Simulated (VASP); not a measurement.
Here is a VASP 6.6.1 calculation.

INCAR

```
PREC = Accurate
ENCUT = 560
EDIFF = 1E-6
ISMEAR = 0
SIGMA = 0.15
LREAL = F
LASPH = T
NELM = 120
ALGO = Normal
ISIF = 2
LWAVE = F
LCHARG = F
GGA = CA
NBANDS = 14
GGA_COMPAT = F
```

The input KPOINTS:

```
Automatic mesh
0
Gamma
  22 22 22
```

Contents of POSCAR:

```
Ir
1.0
    0.0000000000      1.8733205500      2.0237481902
    1.8733205500      0.0000000000      2.0237481902
    1.8733205500      1.8733205500      0.0000000000
Ir
1
Direct
    0.0000000000      0.0000000000      0.0000000000
```

Potentials or basis: VASP PAW LDA potentials, release 64 (Ir_sv_GW).

Run with:

```bash
$ cat potpaw_LDA.64/Ir_sv_GW/POTCAR > POTCAR
$ mpirun -np 1 vasp_std > vasp.out
```

Question: Estimate the band gap on the k mesh.

Answer: Zero (an odd number of electrons rules out a gap without spin polarisation).

Question: What does it give for the pressure?

Answer: -8.7 GPa.

Stress tensor (GPa, compression positive):
```
  0.86   0.00   0.00
  0.00   0.86   0.00
  0.00   0.00 -27.92
```

Caveat: the stress differs along the axes, from -28 to 1 GPa; spin-orbit coupling is left out, which moves the levels of the heavy elements.
